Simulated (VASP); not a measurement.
Runs of VASP 6.6.1 on SiC2. The structure is that of space group P6_3/mmc (No. 194), or close to it. The cells are those of the table. 

```csv
task,spin,cell,k mesh,cutoff (eV),gap on the mesh (eV),pressure (GPa),moment (μB),relaxed volume (Å³/atom),largest force (eV/Å)
single point,"collinear, ferromagnetic start","a = 2.688, b = 2.688, c = 13.051 Å, angles 90.0, 90.0, 120.0°, 6 atoms",6 × 6 × 2,520,none,-21.9,0.01,-,0.12
single point,off,"a = 2.688, b = 2.688, c = 13.051 Å, angles 90.0, 90.0, 120.0°, 6 atoms",6 × 6 × 2,520,none,-21.9,-,-,0.12
relaxation of cell and atoms,off,"relaxed from a = 2.688, b = 2.688, c = 13.051 Å, angles 90.0, 90.0, 120.0°, 6 atoms",6 × 6 × 2,600,none,-0.1,-,8.43,0.03
single point,"collinear, ferromagnetic start","a = 2.560, b = 2.560, c = 8.915 Å, angles 90.0, 90.0, 120.0°, 6 atoms",6 × 6 × 2,520,none,0.2,0.00,-,0.01
single point,off,"a = 2.546, b = 2.546, c = 9.000 Å, angles 90.0, 90.0, 120.0°, 6 atoms",18 × 18 × 4,520,none,0.2,-,-,0.01
single point,off,"a = 2.560, b = 2.560, c = 8.915 Å, angles 90.0, 90.0, 120.0°, 6 atoms",6 × 6 × 2,520,none,0.2,-,-,0.01
relaxation of cell and atoms,off,"relaxed from a = 2.560, b = 2.560, c = 8.915 Å, angles 90.0, 90.0, 120.0°, 6 atoms",18 × 18 × 4,600,none,0.1,-,(a),-
```

Alike in all rows: level PBE; potentials or basis VASP PAW PBE potentials, release 64 (Si, C); smearing gaussian 0.1 eV.

Problem. Fill in the values left out.

Solution. (a) 8.41.

Caveats: some runs use coarse meshes; the volume moved by over 15 % at a fixed basis, so the end points are rough (some runs).

A gap of «none» marks levels without a gap at the run's occupations.
